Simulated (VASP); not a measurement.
# AgCl (Pm-3m) in VASP: further runs

Aim: see how the results for AgCl move with the level of theory and the settings. Levels: PBE-based screened hybrid, HSE06. Tasks: single point.

All numbers are computed with VASP 6.6.1; they aren't measurements. Logs are shortened: lines on timing, memory, paths and dates and some standing lists are left out, and cuts for length are marked.

**1. The cell of the first run**

Symmetry: Pm-3m, No. 221, cubic system. The conventional cell has a = 3.396 Å, b = 3.396 Å, c = 3.396 Å, α = 90.00°, β = 90.00°, γ = 90.00°. Ag (site symmetry m-3m) has 8 Cl at 2.94 Å and 6 Ag at 3.40 Å within 3.9 Å. Within 3.9 Å of Cl (site symmetry m-3m) lie 8 Ag at 2.94 Å and 6 Cl at 3.40 Å.

**2. Single point, PBE-based screened hybrid**

File POSCAR:

```
AgCl
1.0
    3.3955880419      0.0000000000      0.0000000000
    0.0000000000      3.3955880419      0.0000000000
    0.0000000000      0.0000000000      3.3955880419
Ag Cl
1 1
Direct
    0.0000000000      0.0000000000      0.0000000000
    0.5000000000      0.5000000000      0.5000000000
```

File INCAR.step1:

```
ALGO = Normal ; EDIFF = 1E-5
ENCUT = 520 ; GGA = PE
ISIF = 2 ; ISMEAR = 0
LASPH = True ; LCHARG = False
LREAL = False ; LWAVE = True
NBANDS = 16 ; NELM = 60
PREC = Accurate ; SIGMA = 0.01
```

File INCAR.step2:

```
AEXX = 0.75 ; ALGO = Normal
EDIFF = 1E-7 ; ENCUT = 520
GGA = PE ; HFSCREEN = 0.5
ISIF = 2 ; ISMEAR = 0
ISTART = 1 ; LASPH = True
LCHARG = False ; LHFCALC = True
LREAL = False ; LWAVE = False
NBANDS = 16 ; NELM = 60
PREC = Accurate ; PRECFOCK = Normal
SIGMA = 0.01
```

File KPOINTS:

```
k-points
0
Gamma
  4 4 4
```

Potentials or basis: VASP PAW PBE potentials, release 64 (Ag, Cl).

On the command line:

```sh
cat potpaw_PBE.64/Ag/POTCAR potpaw_PBE.64/Cl/POTCAR > POTCAR
cp INCAR.step1 INCAR
mpirun -np 1 vasp_std > vasp.out
cp INCAR.step2 INCAR
mpirun -np 1 vasp_std > vasp.out
```

OUTCAR:

```text
AEXX = 0.75
   EDIFF = 1E-7
   ENCUT = 520
   GGA = PE
   HFSCREEN = 0.5
   ISIF = 2
   ISMEAR = 0
   ISTART = 1
   LASPH = True
   LHFCALC = True
   LREAL = False
   NELM = 60
   PREC = Accurate
   PRECFOCK = Normal

 ion  position               nearest neighbor table
   1  0.000  0.000  0.000-   2 2.94   2 2.94   2 2.94   2 2.94   2 2.94   2 2.94   2 2.94   2 2.94

   2  0.500  0.500  0.500-   1 2.94   1 2.94   1 2.94   1 2.94   1 2.94   1 2.94   1 2.94   1 2.94

  LATTYP: Found a simple cubic cell.
 ALAT       =     3.3955880419

  Lattice vectors:

 A1 = (   3.3955880419,   0.0000000000,   0.0000000000)
 A2 = (   0.0000000000,   3.3955880419,   0.0000000000)
 A3 = (   0.0000000000,   0.0000000000,   3.3955880419)

Analysis of symmetry for initial positions (statically):
=====================================================================
 Subroutine PRICEL returns:
 Original cell was already a primitive cell.

 Routine SETGRP: Setting up the symmetry group for a
 simple cubic supercell.

 Subroutine GETGRP returns: Found 48 space group operations
[... 9 lines left out ...]

 Routine SETGRP: Setting up the symmetry group for a
 simple cubic supercell.

 Subroutine GETGRP returns: Found 48 space group operations
[... 11 lines left out ...]
                                     Primitive cell

  volume of cell :      39.1512

  direct lattice vectors                    reciprocal lattice vectors
     3.395588042  0.000000000  0.000000000     0.294499800  0.000000000  0.000000000
     0.000000000  3.395588042  0.000000000     0.000000000  0.294499800  0.000000000
     0.000000000  0.000000000  3.395588042     0.000000000  0.000000000  0.294499800

  length of vectors
     3.395588042  3.395588042  3.395588042     0.294499800  0.294499800  0.294499800

  position of ions in fractional coordinates (direct lattice)
     0.000000000  0.000000000  0.000000000
     0.500000000  0.500000000  0.500000000

  ion indices of the primitive-cell ions
   primitive index   ion index
                 1           1
                 2           2

----------------------------------------------------------------------------------------

 KPOINTS: k-points

Automatic generation of k-mesh.
 Grid dimensions read from file:
 generate k-points for:    4    4    4

 Generating k-lattice:

  Cartesian coordinates                     Fractional coordinates (reciprocal lattice)
     0.073624950  0.000000000  0.000000000     0.250000000  0.000000000  0.000000000
     0.000000000  0.073624950  0.000000000     0.000000000  0.250000000  0.000000000
     0.000000000  0.000000000  0.073624950     0.000000000  0.000000000  0.250000000

  Length of vectors
     0.073624950  0.073624950  0.073624950

  Shift w.r.t. Gamma in fractional coordinates (k-lattice)
     0.000000000  0.000000000  0.000000000

 Subroutine IBZKPT returns following result:
 ===========================================

 Found     10 irreducible k-points:

 Following reciprocal coordinates:
            Coordinates               Weight
  0.000000  0.000000  0.000000      1.000000
  0.250000  0.000000  0.000000      6.000000
  0.500000  0.000000  0.000000      3.000000
  0.250000  0.250000  0.000000     12.000000
  0.500000  0.250000  0.000000     12.000000
  0.500000  0.500000  0.000000      3.000000
  0.250000  0.250000  0.250000      8.000000
  0.500000  0.250000  0.250000     12.000000
  0.500000  0.500000  0.250000      6.000000
  0.500000  0.500000  0.500000      1.000000
   k-points           NKPTS =     10   k-points in BZ     NKDIM =     64   number of bands    NBANDS=     16
   number of dos      NEDOS =    301   number of ions     NIONS =      2
   total plane-waves  NPLWV =  21952
   dimension x,y,z NGX =    28 NGY =   28 NGZ =   28
   dimension x,y,z NGXF=    56 NGYF=   56 NGZF=   56
   ions per type =               1   1
   NGX,Y,Z   is equivalent  to a cutoff of  13.71, 13.71, 13.71 a.u.
   NGXF,Y,Z  is equivalent  to a cutoff of  27.42, 27.42, 27.42 a.u.
 SYSTEM =  unknown system
[... 49 lines left out ...]
      2      -3.0018      2.00000
      3      -1.5814      2.00000
      4      -1.5814      2.00000
      5      -1.4049      2.00000
      6      -0.6298      2.00000
[... 8 lines left out ...]
     15      21.3589      0.00000
     16      21.8494      0.00000

 k-point     4 :       0.2500    0.2500    0.0000
  band No.  band energies     occupation
      1     -14.6820      2.00000
      2      -1.9976      2.00000
      3      -1.4629      2.00000
      4      -1.1920      2.00000
      5      -1.1886      2.00000
      6      -0.8212      2.00000
[... 8 lines left out ...]
     15      20.1218      0.00000
     16      20.4090      0.00000

 k-point     5 :       0.5000    0.2500    0.0000
  band No.  band energies     occupation
      1     -14.4392      2.00000
      2      -2.3908      2.00000
      3      -1.6177      2.00000
      4      -1.3052      2.00000
      5      -1.1794      2.00000
      6      -0.8012      2.00000
[... 8 lines left out ...]
     15      20.1773      0.00000
     16      22.5558      0.00000

 k-point     6 :       0.5000    0.5000    0.0000
  band No.  band energies     occupation
      1     -14.2529      2.00000
      2      -1.3734      2.00000
      3      -1.3734      2.00000
      4      -1.1809      2.00000
      5      -0.9646      2.00000
      6      -0.9646      2.00000
[... 8 lines left out ...]
     15      19.1745      0.00000
     16      21.7639      0.00000

 k-point     7 :       0.2500    0.2500    0.2500
  band No.  band energies     occupation
      1     -14.4697      2.00000
      2      -1.9370      2.00000
      3      -1.9370      2.00000
      4      -1.0259      2.00000
      5      -0.9067      2.00000
      6      -0.9067      2.00000
[... 8 lines left out ...]
     15      17.7020      0.00000
     16      23.0668      0.00000

 k-point     8 :       0.5000    0.2500    0.2500
  band No.  band energies     occupation
      1     -14.2400      2.00000
      2      -2.4027      2.00000
      3      -2.2864      2.00000
      4      -1.0603      2.00000
      5      -0.8874      2.00000
      6      -0.6648      2.00000
[... 8 lines left out ...]
     15      18.9494      0.00000
     16      21.6452      0.00000

 k-point     9 :       0.5000    0.5000    0.2500
  band No.  band energies     occupation
      1     -14.0252      2.00000
      2      -2.5029      2.00000
      3      -2.5029      2.00000
      4      -2.0076      2.00000
      5      -0.7161      2.00000
      6      -0.2245      2.00000
[... 8 lines left out ...]
     15      22.0289      0.00000
     16      22.0289      0.00000

 k-point    10 :       0.5000    0.5000    0.5000
  band No.  band energies     occupation
      1     -13.7759      2.00000
      2      -2.9693      2.00000
      3      -2.9693      2.00000
      4      -2.9693      2.00000
      5      -0.2148      2.00000
      6      -0.2148      2.00000
[... 8 lines left out ...]
     15      23.7197      0.00000
     16      23.7197      0.00000

------------------------ aborting loop because EDIFF is reached ----------------------------------------

  FORCE on cell =-STRESS in cart. coord.  units (eV):
  Direction    XX          YY          ZZ          XY          YZ          ZX
  --------------------------------------------------------------------------------------
  -------------------------------------------------------------------------------------
  Total        0.3334997      0.3334997      0.3334997     -0.0000000     -0.0000000      0.0000000
  in kB       13.6477485     13.6477485     13.6477485     -0.0000000     -0.0000000      0.0000000
  external PRESSURE =      13.6477485 kB  Pullay stress =       0.0000000 kB

 VOLUME and BASIS-vectors are now :
 -----------------------------------------------------------------------------
  energy-cutoff  :      520.00
  volume of cell :       39.15
      direct lattice vectors                 reciprocal lattice vectors
     3.395588042  0.000000000  0.000000000     0.294499800  0.000000000  0.000000000
     0.000000000  3.395588042  0.000000000     0.000000000  0.294499800  0.000000000
     0.000000000  0.000000000  3.395588042     0.000000000  0.000000000  0.294499800

 POSITION                                       TOTAL-FORCE (eV/Angst)
 -----------------------------------------------------------------------------------
      0.00000      0.00000      0.00000         0.000000      0.000000      0.000000
      1.69779      1.69779      1.69779         0.000000      0.000000      0.000000
 -----------------------------------------------------------------------------------
    total drift:                                0.000000      0.000000      0.000000

  FREE ENERGIE OF THE ION-ELECTRON SYSTEM (eV)
  ---------------------------------------------------
  free  energy   TOTEN  =        -7.4172575216 eV

  energy  without entropy=       -7.4172575216  energy(sigma->0) =       -7.41725752
```

Run time: 4.1 min. Hardware: 1 thread of Intel Xeon 6975P-C (Granite Rapids), shared host; peak memory 0.26 GiB.

Results:

```
Free energy            : -7.4173 eV
Pressure               : 1.4 GPa
Band gap on the k mesh : 3.19 eV, indirect (least direct gap 4.62 eV)
```

Levels at points of the mesh, in eV from the valence-band top:
```csv
k point,band 6,band 7,band 8,band 9,band 10,band 11,band 12,band 13
"(0.00, 0.00, 0.00)",-3.15,-1.43,-1.43,-1.43,3.19,11.76,11.76,17.51
"(0.50, 0.00, 0.00)",-3.10,-2.41,0.00,0.00,7.47,8.77,11.75,12.89
"(0.50, 0.50, 0.00)",-3.44,-3.39,-2.71,-0.69,5.30,12.13,12.13,13.20
"(0.50, 0.50, 0.50)",-2.69,-0.57,-0.57,-0.57,7.10,7.10,7.10,10.60
```

Caveat: the k points lie up to 0.46 Å⁻¹ apart; the PAW data sets were made with another functional, which shifts forces and pressure a little. A k mesh can miss the band edges.

**3. Single point, PBE-based screened hybrid**

POSCAR is that of step 2.

File INCAR.step1:

```
SYSTEM = AgCl
ALGO     = Normal         ! electronic algorithm
EDIFF    = 1E-5           ! SCF threshold, eV
ENCUT    = 520            ! plane-wave cutoff, eV
GGA      = PE             ! functional
ISIF     = 2              ! what is computed and relaxed
ISMEAR   = 0              ! smearing method
LASPH    = .TRUE.         ! aspherical terms in the spheres
LCHARG   = .FALSE.        ! write CHGCAR
LREAL    = .FALSE.        ! projectors in reciprocal space
LWAVE    = .TRUE.         ! write WAVECAR
NBANDS   = 16             ! bands
NELM     = 80             ! most SCF steps
PREC     = Accurate       ! precision mode
SIGMA    = 0.01           ! smearing width, eV
```

File INCAR.step2:

```
SYSTEM = AgCl
AEXX     = 0.3            ! exact-exchange fraction
ALGO     = Normal         ! electronic algorithm
EDIFF    = 1E-6           ! SCF threshold, eV
ENCUT    = 520            ! plane-wave cutoff, eV
GGA      = PE             ! functional
HFSCREEN = 0.5            ! screening, 1/A
ISIF     = 2              ! what is computed and relaxed
ISMEAR   = 0              ! smearing method
ISTART   = 1            
LASPH    = .TRUE.         ! aspherical terms in the spheres
LCHARG   = .FALSE.        ! write CHGCAR
LHFCALC  = .TRUE.         ! exact exchange
LREAL    = .FALSE.        ! projectors in reciprocal space
LWAVE    = .FALSE.        ! write WAVECAR
NBANDS   = 16             ! bands
NELM     = 80             ! most SCF steps
PREC     = Accurate       ! precision mode
PRECFOCK = Normal       
SIGMA    = 0.01           ! smearing width, eV
```

File KPOINTS:

```
k-points
0
G
  4 4 4
  0 0 0
```

Potentials or basis: VASP PAW PBE potentials, release 64 (Ag, Cl).

On the command line:

```sh
cat potpaw_PBE.64/Ag/POTCAR potpaw_PBE.64/Cl/POTCAR > POTCAR
cp INCAR.step1 INCAR
mpirun -np 1 vasp_std > vasp.out
cp INCAR.step2 INCAR
mpirun -np 1 vasp_std > vasp.out
```

Wall time 2.5 min (1 thread of Intel Xeon 6975P-C (Granite Rapids), shared host); peak memory 0.26 GiB.

Results (log left out):

* Free energy: -5.9220 eV
* Pressure: 1.6 GPa
* Band gap on the k mesh: 1.59 eV, indirect (least direct gap 3.11 eV)

Levels at points of the mesh, in eV from the valence-band top:
| k point | band 6 | band 7 | band 8 | band 9 | band 10 | band 11 | band 12 | band 13 |
| --- | --- | --- | --- | --- | --- | --- | --- | --- |
| (0.00, 0.00, 0.00) | -2.36 | -1.52 | -1.52 | -1.52 | 1.59 | 10.34 | 10.34 | 15.35 |
| (0.50, 0.00, 0.00) | -2.31 | -1.84 | 0.00 | 0.00 | 5.92 | 6.89 | 10.28 | 11.15 |
| (0.50, 0.50, 0.00) | -2.66 | -2.65 | -1.98 | -0.83 | 3.75 | 10.28 | 10.28 | 11.67 |
| (0.50, 0.50, 0.50) | -1.96 | -0.33 | -0.33 | -0.33 | 5.63 | 5.63 | 5.63 | 8.38 |

Caveat: the k points lie up to 0.46 Å⁻¹ apart; the PAW data sets were made with another functional, which shifts forces and pressure a little.

**4. Single point, PBE-based screened hybrid**

POSCAR is that of step 3.

File INCAR.step1:

```
ALGO = Normal
EDIFF = 1E-5
ENCUT = 520
GGA = PE
ISIF = 2
ISMEAR = 0
LASPH = T
LCHARG = F
LREAL = F
LWAVE = T
NBANDS = 16
NELM = 60
PREC = Accurate
SIGMA = 0.01
```

File INCAR.step2:

```
AEXX = 0.4
ALGO = Normal
EDIFF = 1E-6
ENCUT = 520
GGA = PE
HFSCREEN = 0.3
ISIF = 2
ISMEAR = 0
ISTART = 1
LASPH = T
LCHARG = F
LHFCALC = T
LREAL = F
LWAVE = F
NBANDS = 16
NELM = 60
PREC = Accurate
PRECFOCK = Normal
SIGMA = 0.01
```

File KPOINTS:

```
k-points
0
Gamma
  4 4 4
```

On the command line:

```sh
cat potpaw_PBE.64/Ag/POTCAR potpaw_PBE.64/Cl/POTCAR > POTCAR
cp INCAR.step1 INCAR
mpirun -np 1 vasp_std > vasp.out
cp INCAR.step2 INCAR
mpirun -np 1 vasp_std > vasp.out
```

Wall time 3 min (1 thread of Intel Xeon 6975P-C (Granite Rapids), shared host); peak memory 0.26 GiB.

Results (log left out):

```
Free energy            : -6.8045 eV
Pressure               : 1.3 GPa
Band gap on the k mesh : 2.55 eV, indirect (least direct gap 4.08 eV)
```

Levels at points of the mesh, in eV from the valence-band top:
```
           k point  band 7  band 8  band 9  band 10  band 11  band 12
(0.00, 0.00, 0.00)   -1.54   -1.54   -1.54     2.55    11.29    11.29
(0.50, 0.00, 0.00)   -2.06    0.00    0.00     6.84     8.07    11.23
(0.50, 0.50, 0.00)   -2.94   -2.24   -0.80     4.71    11.40    11.40
(0.50, 0.50, 0.50)   -0.40   -0.40   -0.40     6.52     6.52     6.52
```

Caveat: the k points lie up to 0.46 Å⁻¹ apart; the PAW data sets were made with another functional, which shifts forces and pressure a little.

**5. Single point, PBE-based screened hybrid**

POSCAR is that of step 4.

File INCAR.step1:

```
ALGO     = Normal         # electronic algorithm
EDIFF    = 1E-5           # SCF threshold, eV
ENCUT    = 520            # plane-wave cutoff, eV
GGA      = PE             # functional
ISIF     = 2              # what is computed and relaxed
ISMEAR   = 0              # smearing method
LASPH    = T              # aspherical terms in the spheres
LCHARG   = F              # write CHGCAR
LREAL    = F              # projectors in reciprocal space
LWAVE    = T              # write WAVECAR
NBANDS   = 16             # bands
NELM     = 100            # most SCF steps
PREC     = Accurate       # precision mode
SIGMA    = 0.01           # smearing width, eV
```

File INCAR.step2:

```
AEXX     = 0.1            # exact-exchange fraction
ALGO     = Normal         # electronic algorithm
EDIFF    = 1E-6           # SCF threshold, eV
ENCUT    = 520            # plane-wave cutoff, eV
GGA      = PE             # functional
HFSCREEN = 0.5            # screening, 1/A
ISIF     = 2              # what is computed and relaxed
ISMEAR   = 0              # smearing method
ISTART   = 1            
LASPH    = T              # aspherical terms in the spheres
LCHARG   = F              # write CHGCAR
LHFCALC  = T              # exact exchange
LREAL    = F              # projectors in reciprocal space
LWAVE    = F              # write WAVECAR
NBANDS   = 16             # bands
NELM     = 100            # most SCF steps
PREC     = Accurate       # precision mode
PRECFOCK = Normal       
SIGMA    = 0.01           # smearing width, eV
```

KPOINTS is that of step 4.

On the command line:

```sh
cat potpaw_PBE.64/Ag/POTCAR potpaw_PBE.64/Cl/POTCAR > POTCAR
cp INCAR.step1 INCAR
mpirun -np 1 vasp_std > vasp.out
cp INCAR.step2 INCAR
mpirun -np 1 vasp_std > vasp.out
```

Run time: 100 s. Hardware: 1 thread of Intel Xeon 6975P-C (Granite Rapids), shared host; peak memory 0.26 GiB.

Results (log left out):

* Free energy: -5.3498 eV
* Pressure: 1.6 GPa
* Band gap on the k mesh: 0.91 eV, indirect (least direct gap 2.48 eV)

Levels at points of the mesh, in eV from the valence-band top:
```tsv
k point	band 7	band 8	band 9	band 10	band 11	band 12
(0.00, 0.00, 0.00)	-1.57	-1.57	-1.57	0.91	9.71	9.71
(0.50, 0.00, 0.00)	-1.60	0.00	0.00	5.24	6.07	9.62
(0.50, 0.50, 0.00)	-2.34	-1.69	-0.90	3.09	9.46	9.46
(0.50, 0.50, 0.50)	-0.23	-0.23	-0.23	4.99	4.99	4.99
```

Caveat: the k points lie up to 0.46 Å⁻¹ apart; the PAW data sets were made with another functional, which shifts forces and pressure a little. A k mesh can miss the band edges.

**6. Single point, HSE06**

POSCAR is that of step 5.

File INCAR.step1:

```
SYSTEM = AgCl
PREC = Accurate
ENCUT = 520
EDIFF = 1E-5
ISMEAR = 1
SIGMA = 0.274
LREAL = .FALSE.
LASPH = .TRUE.
NELM = 100
ALGO = Normal
ISIF = 2
LWAVE = .TRUE.
LCHARG = .FALSE.
NBANDS = 16
GGA = PE
```

File INCAR.step2:

```
SYSTEM = AgCl
PREC = Accurate
ENCUT = 520
EDIFF = 1E-6
ISMEAR = 1
SIGMA = 0.274
LREAL = .FALSE.
LASPH = .TRUE.
NELM = 100
ALGO = Normal
ISIF = 2
LWAVE = .FALSE.
LCHARG = .FALSE.
GGA = PE
LHFCALC = .TRUE.
HFSCREEN = 0.2079
PRECFOCK = Normal
NBANDS = 16
ISTART = 1
```

File KPOINTS:

```
regular mesh
0
G
  4 4 4
  0 0 0
```

Potentials or basis: VASP PAW PBE potentials, release 64 (Ag, Cl).

On the command line:

```sh
cat potpaw_PBE.64/Ag/POTCAR potpaw_PBE.64/Cl/POTCAR > POTCAR
cp INCAR.step1 INCAR
mpirun -np 1 vasp_std > vasp.out
cp INCAR.step2 INCAR
mpirun -np 1 vasp_std > vasp.out
```

Wall time 2.4 min (1 thread of Intel Xeon 6975P-C (Granite Rapids), shared host); peak memory 0.26 GiB.

Results (log left out):

* Free energy: -6.3253 eV
* Pressure: 1.3 GPa
* Band gap on the k mesh: 2.00 eV, indirect (least direct gap 3.58 eV)

Levels at points of the mesh, in eV from the valence-band top:
```tsv
k point	band 7	band 8	band 9	band 10	band 11	band 12
(0.00, 0.00, 0.00)	-1.58	-1.58	-1.58	2.00	10.82	10.82
(0.50, 0.00, 0.00)	-1.86	0.00	0.00	6.33	7.44	10.74
(0.50, 0.50, 0.00)	-2.69	-2.00	-0.87	4.21	10.78	10.78
(0.50, 0.50, 0.50)	-0.33	-0.33	-0.33	6.04	6.04	6.04
```

Caveat: the k points lie up to 0.46 Å⁻¹ apart; the PAW data sets were made with another functional, which shifts forces and pressure a little. A k mesh can miss the band edges.

**7. Overview**

```tsv
level	smearing	share of exact exchange	screening parameter	gap on the mesh (eV)	pressure (GPa)
PBE-based screened hybrid	gaussian 0.01 eV	0.75	0.5 1/Å	3.19	1.4
PBE-based screened hybrid	gaussian 0.01 eV	0.3	0.5 1/Å	1.59	1.6
PBE-based screened hybrid	gaussian 0.01 eV	0.4	0.3 1/Å	2.55	1.3
PBE-based screened hybrid	gaussian 0.01 eV	0.1	0.5 1/Å	0.91	1.6
HSE06	methfessel-paxton 0.274 eV	-	0.2079 1/Å	2.00	1.3
```

Alike in all rows: task single point; potentials or basis VASP PAW PBE potentials, release 64 (Ag, Cl); no spin polarisation; cell as given; k mesh 4 × 4 × 4; cutoff (eV) 520.

Caveats: all runs use coarse meshes; the PAW data sets were made with another functional, which shifts forces and pressure a little.

Absolute energies hang on the potentials; compare differences alone.
